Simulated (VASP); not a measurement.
Input of a VASP 6.6.1 run:

The input POSCAR:

```
Li3TaO4
1.0
   -2.0440878315      2.0440878315      4.2608225748
    2.0440878315     -2.0440878315      4.2608225748
    2.0440878315      2.0440878315     -4.2608225748
Li Ta O
3 1 4
Direct
    0.5000000000      0.5000000000      0.0000000000
    0.2500000000      0.7500000000      0.5000000000
    0.7500000000      0.2500000000      0.5000000000
    0.0000000000      0.0000000000      0.0000000000
    0.0000000000      0.5000000000      0.5000000000
    0.7750183297      0.7750183297      0.0000000000
    0.5000000000      0.0000000000      0.5000000000
    0.2249816703      0.2249816703      0.0000000000
```

Contents of INCAR.step1:

```
SYSTEM = Li3TaO4
PREC = Accurate
ENCUT = 520
ISMEAR = 0
SIGMA = 0.05
LREAL = .False.
LASPH = .True.
NELM = 80
NBANDS = 32
GGA = PE
ALGO = Normal
EDIFF = 1E-4
LWAVE = .True.
LCHARG = .False.
```

INCAR.step2

```
SYSTEM = Li3TaO4
PREC = Accurate
ENCUT = 520
EDIFF = 1E-6
ISMEAR = 0
SIGMA = 0.05
LREAL = .False.
LASPH = .True.
NELM = 80
ALGO = Normal
ISIF = 2
LWAVE = .False.
LCHARG = .True.
METAGGA = R2SCAN
LMIXTAU = .True.
LELF = .True.
LVHAR = .True.
NBANDS = 32
ISTART = 1
```

KPOINTS

```
Automatic mesh
0
Gamma
  10 10 10
  0 0 0
```

Potentials or basis: VASP PAW PBE potentials, release 64 (Li_sv, Ta_pv, O).

Run with:

```sh
$ cat potpaw_PBE.64/Li_sv/POTCAR potpaw_PBE.64/Ta_pv/POTCAR potpaw_PBE.64/O/POTCAR > POTCAR
$ cp INCAR.step1 INCAR
$ mpirun -np 1 vasp_std > vasp.out
$ cp INCAR.step2 INCAR
$ mpirun -np 1 vasp_std > vasp.out
```

Task: What does it give for the band gap on the k mesh?

Result: 2.06 eV (least direct gap 2.14 eV).

Task: What does it give for the largest force?

Result: 0.184 eV/Å.

Forces on the atoms (eV/Å):
```
Li   0.000  0.000  0.000
Li   0.000  0.000  0.000
Li   0.000  0.000  0.000
Ta   0.000  0.000  0.000
O    0.000  0.000  0.000
O    0.000  0.000 -0.184
O    0.000  0.000  0.000
O    0.000  0.000  0.184
```

Caveat: the PAW data sets were made with another functional, which shifts forces and pressure a little; spin-orbit coupling is left out, which moves the levels of the heavy elements. A k mesh can miss the band edges.
